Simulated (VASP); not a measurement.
# Si8O in VASP: single point with PBE+D3(BJ)

Aim: the single point of Si8O with PBE+D3(BJ).

Program: VASP 6.6.1. These are calculated values, not measurements. Logs are shortened: lines on timing, memory, paths and dates and some standing lists are left out, and cuts for length are marked.

## Step 1: The cell of the first run

The cell holds a slab with vacuum, 9 atoms: a = 3.816 Å, b = 6.313 Å, c = 21.332 Å, α = 90.00°, β = 90.00°, γ = 90.00°.

## Step 2: Single point, PBE+D3(BJ), collinear spin, ferromagnetic start

File INCAR:

```
PREC = Accurate
ENCUT = 520
EDIFF = 1E-7
ISMEAR = 0
SIGMA = 0.05
LREAL = False
LASPH = True
NELM = 150
ALGO = Normal
ISIF = 2
LWAVE = False
LCHARG = False
ISPIN = 2
MAGMOM = 0 0 0 0 0 0 0 0 2
LORBIT = 11
LDIPOL = True
IDIPOL = 3
DIPOL = 0.5 0.5 0.313
GGA = PE
IVDW = 12
NBANDS = 33
```

File KPOINTS:

```
Automatic mesh
0
Gamma
  7 4 1
```

File POSCAR:

```
Si8O
1.0
    3.8155170209      0.0000000000      0.0000000000
    0.0000000000      6.3129357835      0.0000000000
    0.0000000000      0.0000000000     21.3318711348
Si O
8 1
Direct
    0.0000000000      0.9369021389      0.1875128522
    0.0000000000      0.5630978611      0.1875128522
    0.5000000000      0.4369021389      0.2391466205
    0.5000000000      0.0630978611      0.2391466205
    0.5000000000      0.9332664455      0.3430438269
    0.5000000000      0.5667335545      0.3430438269
    0.0000000000      0.4266292811      0.3858954089
    0.0000000000      0.0733707189      0.3858954089
    0.5000000000      0.5932959478      0.5030909416
```

Potentials or basis: VASP PAW PBE potentials, release 64 (Si, O).

Command:

```
$ cat potpaw_PBE.64/Si/POTCAR potpaw_PBE.64/O/POTCAR > POTCAR
$ mpirun -np 1 vasp_std > vasp.out
```

OUTCAR:

```text
PREC = Accurate
   ENCUT = 520
   EDIFF = 1E-7
   ISMEAR = 0
   LREAL = False
   LASPH = True
   NELM = 150
   ISIF = 2
   ISPIN = 2
   LORBIT = 11
   GGA = PE
   IVDW = 12
 IVDW          = 12

 ion  position               nearest neighbor table
   1  0.000  0.937  0.188-   4 2.34   4 2.34   2 2.36
   2  0.000  0.563  0.188-   3 2.34   3 2.34   1 2.36
   3  0.500  0.437  0.239-   2 2.34   2 2.34   4 2.36   6 2.36
   4  0.500  0.063  0.239-   1 2.34   1 2.34   3 2.36   5 2.36
   5  0.500  0.933  0.343-   8 2.29   8 2.29   6 2.31   4 2.36
   6  0.500  0.567  0.343-   7 2.29   7 2.29   5 2.31   3 2.36
   7  0.000  0.427  0.386-   8 2.23   6 2.29   6 2.29
   8  0.000  0.073  0.386-   7 2.23   5 2.29   5 2.29
   9  0.500  0.593  0.503-

  LATTYP: Found a simple orthorhombic cell.
 ALAT       =     3.8155170209
 B/A-ratio  =     1.6545426869
 C/A-ratio  =     5.5908205934

  Lattice vectors:

 A1 = (   3.8155170209,   0.0000000000,   0.0000000000)
 A2 = (   0.0000000000,   6.3129357835,   0.0000000000)
 A3 = (   0.0000000000,   0.0000000000,  21.3318711348)

Analysis of symmetry for initial positions (statically):
=====================================================================
 Subroutine PRICEL returns:
 Original cell was already a primitive cell.

 Routine SETGRP: Setting up the symmetry group for a
 simple orthorhombic supercell.

 Subroutine GETGRP returns: Found  2 space group operations
 (whereof  2 operations were pure point group operations)
 out of a pool of  8 trial point group operations.

The static configuration has the point symmetry C_1h.

Analysis of symmetry for dynamics (positions and initial velocities):
=====================================================================
 Subroutine PRICEL returns:
 Original cell was already a primitive cell.

 Routine SETGRP: Setting up the symmetry group for a
 simple orthorhombic supercell.

 Subroutine GETGRP returns: Found  2 space group operations
 (whereof  2 operations were pure point group operations)
 out of a pool of  8 trial point group operations.

The dynamic configuration has the point symmetry C_1h.

Analysis of structural, dynamic, and magnetic symmetry:
=====================================================================
 Subroutine PRICEL returns:
 Original cell was already a primitive cell.

 Routine SETGRP: Setting up the symmetry group for a
 simple orthorhombic supercell.

 Subroutine GETGRP returns: Found  2 space group operations
 (whereof  2 operations were pure point group operations)
 out of a pool of  8 trial point group operations.

The overall configuration has the point symmetry C_1h.

 Subroutine INISYM returns: Found  2 space group operations
 (whereof  2 operations are pure point group operations),
 and found     1 'primitive' translations

----------------------------------------------------------------------------------------

                                     Primitive cell

  volume of cell :     513.8232

  direct lattice vectors                    reciprocal lattice vectors
     3.815517021  0.000000000  0.000000000     0.262087679  0.000000000  0.000000000
     0.000000000  6.312935784  0.000000000     0.000000000  0.158404906  0.000000000
     0.000000000  0.000000000 21.331871135     0.000000000  0.000000000  0.046878213

  length of vectors
     3.815517021  6.312935784 21.331871135     0.262087679  0.158404906  0.046878213

  position of ions in fractional coordinates (direct lattice)
     0.000000000  0.936902139  0.187512852
     0.000000000  0.563097861  0.187512852
     0.500000000  0.436902139  0.239146621
     0.500000000  0.063097861  0.239146621
     0.500000000  0.933266446  0.343043827
     0.500000000  0.566733554  0.343043827
     0.000000000  0.426629281  0.385895409
     0.000000000  0.073370719  0.385895409
     0.500000000  0.593295948  0.503090942

  ion indices of the primitive-cell ions
   primitive index   ion index
                 1           1
                 2           2
                 3           3
                 4           4
                 5           5
                 6           6
                 7           7
                 8           8
                 9           9

[... 52 lines left out ...]
   ISPIN  =      2    spin polarized calculation?
   LNONCOLLINEAR =      F non collinear calculations
   LSORBIT =      F    spin-orbit coupling
   LASPH  =      T    aspherical Exc in radial PAW
   ENCUT  =  520.0 eV  38.22 Ry    6.18 a.u.   7.09 11.74 39.66*2*pi/ulx,y,z
   NELM   =    150;   NELMIN=  2; NELMDL= -5     # of ELM steps
   EDIFF  = 0.1E-06   stopping-criterion for ELM
   LREAL  =      F    real-space projection
   EDIFFG = 0.1E-05   stopping-criterion for IOM
   NSW    =      0    number of steps for IOM
   IBRION =     -1    ionic relax: 0-MD 1-quasi-New 2-CG
   NFREE  =      0    steps in history (QN), initial steepest desc. (CG)
   ISIF   =      2    stress and relaxation
   ISYM   =      2    0-nonsym 1-usesym 2-fastsym
   POTIM  = 0.5000    time-step for ionic-motion
   TEBEG  =    0.0;   TEEND  =   0.0 temperature during run
   PSTRESS=    0.0 pullay stress
   NELECT =      38.0000    total number of electrons
   NUPDOWN=      -1.0000    fix difference up-down
   EMIN   =  10.00;   EMAX   =-10.00  energy-range for DOS
   EFERMI =   0.00;   METHOD = LEGACY
   ISMEAR =     0;   SIGMA  =   0.05  broadening in eV -4-tet -1-fermi 0-gaus
   EFERMI_NEDOS =   21; number of points for ismear=-14 and -15
   IALGO  =     38    algorithm
   IMIX   =      4    mixing-type and parameters
     AMIX     =   0.40;   BMIX     =  1.00
     AMIX_MAG =   1.60;   BMIX_MAG =  1.00
  volume/ion in A,a.u.               =      57.09       385.27
  Fermi-wavevector in a.u.,A,eV,Ry     =   0.687171  1.298565  6.424724  0.472204
  Thomas-Fermi vector in A             =   1.767609
   LORBIT       =     11    0 simple, 1 ext, 2 COOP (PROOUT), +10 PAW based schemes
   GGA     = PE    functional components
   LHFCALC =     F    Hartree Fock is set to
   AEXX    =    0.0000 exact exchange contribution
   IVDW    =    12    specifies the selected vdW correction
   LEPSILON=     F    determine dielectric tensor
   LRPA    =     F    only Hartree local field effects (RPA)
 spin polarized calculation
 Gauss-broadening in eV      SIGMA  =   0.05
  energy-cutoff  :      520.00
  volume of cell :      513.82
 maximum number of plane-waves:     13860
   NGX = 15   NGY = 23   NGZ = 79

 dipolmoment           0.000000      0.000000     -0.031531 electrons x Angstroem

 number of electron      37.9999996 magnetization       1.5333743

 dipolmoment           0.000000      0.000000      0.288780 electrons x Angstroem

 Free energy of the ion-electron system (eV)
  ---------------------------------------------------
  ext. energy  EPLUGINS =         0.00000000
  ---------------------------------------------------
  free energy    TOTEN  =       -41.88352672 eV

  energy without entropy =      -41.87787314  energy(sigma->0) =      -41.88069993

 E-fermi :  -2.0091     XC(G=0):  -3.9206

 val. band max:       -2.0304529300   @ k =   0.1429   0.2500   0.0000
 cond. band min:      -1.9801501035   @ k =   0.2857   0.2500   0.0000
 fundamental gap:      0.0503028265
 Fermi energy:        -2.0090617587

 spin component 1

 k-point     1 :       0.0000    0.0000    0.0000
  band No.  band energies     occupation
      1     -19.4984      1.00000
      2     -13.6745      1.00000
      3     -12.3572      1.00000
      4     -11.3007      1.00000
      5      -9.9031      1.00000
      6      -9.2769      1.00000
[... 397 lines left out ...]
     30       2.8444      0.00000
     31       3.1192      0.00000
 Fermi energy:        -2.0090617587

 spin component 2

 k-point     1 :       0.0000    0.0000    0.0000
  band No.  band energies     occupation
      1     -16.6831      1.00000
      2     -13.6773      1.00000
      3     -12.3642      1.00000
      4     -11.3125      1.00000
      5      -9.9156      1.00000
      6      -9.2749      1.00000
[... 397 lines left out ...]
     30       2.8421      0.00000
     31       3.1190      0.00000
 [bands above 31 left out]

------------------------ aborting loop because EDIFF is reached ----------------------------------------

 vacuum level on the upper side and lower side of the slab       (xc-potential included)         1.025        -1.109

 Edisp (eV)   -2.16905

 E8    (eV) :    -0.9325

  FORCE on cell =-STRESS in cart. coord.  units (eV):
  Direction    XX          YY          ZZ          XY          YZ          ZX
  --------------------------------------------------------------------------------------
  -------------------------------------------------------------------------------------
  Total       0.77037    -1.19758    -3.01095     0.00000    -0.55456     0.00000
  in kB       2.40213    -3.73422    -9.38860     0.00000    -1.72921     0.00000
  external pressure =       -3.57 kB  Pullay stress =        0.00 kB

 VOLUME and BASIS-vectors are now :
 -----------------------------------------------------------------------------
  energy-cutoff  :      520.00
  volume of cell :      513.82
      direct lattice vectors                 reciprocal lattice vectors
     3.815517021  0.000000000  0.000000000     0.262087679  0.000000000  0.000000000
     0.000000000  6.312935784  0.000000000     0.000000000  0.158404906  0.000000000
     0.000000000  0.000000000 21.331871135     0.000000000  0.000000000  0.046878213

 POSITION                                       TOTAL-FORCE (eV/Angst)
 -----------------------------------------------------------------------------------
      0.00000      5.91460      4.00000         0.000000     -0.752877      0.590207
      0.00000      3.55480      4.00000         0.000000      0.762405      0.606766
      1.90776      2.75814      5.10144         0.000000     -0.008311     -0.584773
      1.90776      0.39833      5.10144         0.000000      0.016826     -0.674126
      1.90776      5.89165      7.31777         0.000000      0.043219      0.115441
      1.90776      3.57775      7.31777         0.000000     -0.005108      0.078193
      0.00000      2.69328      8.23187         0.000000      0.373127      0.466034
      0.00000      0.46318      8.23187         0.000000     -0.248772      0.069604
      1.90776      3.74544     10.73187         0.000000     -0.180508     -0.667346
 -----------------------------------------------------------------------------------
    total drift:                                0.000000     -0.000071      0.000047

  FREE ENERGIE OF THE ION-ELECTRON SYSTEM (eV)
  ---------------------------------------------------
  free  energy   TOTEN  =       -44.0525720243 eV

  energy  without entropy=      -44.0469184406  energy(sigma->0) =      -44.04974523

 vacuum level on the upper side and lower side of the slab         4.813         2.628

 total charge

# of ion       s       p       d       tot
------------------------------------------
    1        0.791   0.850   0.000   1.641
    2        0.790   0.851   0.000   1.642
    3        0.761   0.909   0.000   1.670
    4        0.764   0.903   0.000   1.668
    5        0.758   0.942   0.000   1.700
    6        0.760   0.941   0.000   1.700
    7        0.786   0.877   0.000   1.663
    8        0.786   0.903   0.000   1.690
    9        1.615   2.993   0.000   4.607
--------------------------------------------------
tot          7.812  10.170   0.000  17.982

 magnetization (x)

# of ion       s       p       d       tot
------------------------------------------
    1       -0.004  -0.010   0.000  -0.014
    2       -0.003  -0.011   0.000  -0.014
    3       -0.001  -0.004   0.000  -0.005
    4       -0.000   0.001   0.000   0.001
    5       -0.001  -0.002   0.000  -0.002
    6       -0.001  -0.001   0.000  -0.002
    7        0.000  -0.009   0.000  -0.009
    8       -0.001   0.010   0.000   0.009
    9        0.014   1.274   0.000   1.288
--------------------------------------------------
tot          0.003   1.248   0.000   1.252
```

Run time: 12 min. Hardware: 1 thread of Intel Xeon 6975P-C (Granite Rapids), shared host; peak memory 0.83 GiB.

Results:

```
Free energy                                           : -44.0526 eV
Largest force                                         : 0.974 eV/Å
Net moment                                            : 1.53 μB per cell
Site moments                                          : Si -0.01, +0.00, -0.00, +0.01 (each value once); O +1.29 μB
Valence electrons inside the program's atomic spheres : Si 1.64, 1.67, 1.70, 1.66, 1.69 (each value once); O 4.61
Dispersion energy per atom                            : -0.241 eV
```

Forces on the atoms (eV/Å):
```
Si   0.000 -0.753  0.590
Si   0.000  0.762  0.607
Si   0.000 -0.008 -0.585
Si   0.000  0.017 -0.674
Si   0.000  0.043  0.115
Si   0.000 -0.005  0.078
Si   0.000  0.373  0.466
Si   0.000 -0.249  0.070
O    0.000 -0.181 -0.667
```
